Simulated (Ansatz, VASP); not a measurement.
# C in VASP and in Ansatz

```
CELL_PARAMETERS angstrom
2.56889 0.00000 0.00000
-1.28444 2.22472 0.00000
0.00000 0.00000 4.23139
ATOMIC_POSITIONS crystal
C 0.33333 0.66667 0.99959
C 0.66667 0.33333 0.49959
C 0.33333 0.66667 0.37441
C 0.66667 0.33333 0.87441
```

Change from the starting cell: strained cell.

Alike in both runs: functional r2SCAN; k mesh 9 × 9 × 6; occupations gaussian, width 0.02 eV; no spin polarisation.

Ansatz relaxed the structure, and its values are those at the end. VASP's run is a single point on that final structure, the one shown.

|  | VASP | Ansatz |
| --- | --- | --- |
| version | VASP 6.6.1 | Ansatz 0.2.0 |
| potentials or method | VASP PAW PBE potentials, release 64 (C), cutoff 520 eV | scalar-relativistic, plane waves, PAW |
| valence electrons in the cell | 16 | 16 |

VASP gave:

| Property | Result |
| --- | --- |
| gap on the k mesh at the Fermi level (eV) | 3.79 |
| least direct gap on the mesh (eV) | 4.96 |
| pressure (GPa) | -25.6 |

Q: Which values does Ansatz return?

A: gap on the k mesh at the Fermi level (eV): 3.83; least direct gap on the mesh (eV): 5.00; pressure (GPa): -26.4.

VASP's potentials were made for PBE, not for r2SCAN. With one functional, cell and mesh, what is left measures potentials, basis and numerics. Ansatz's warnings: stress scf threshold loose.
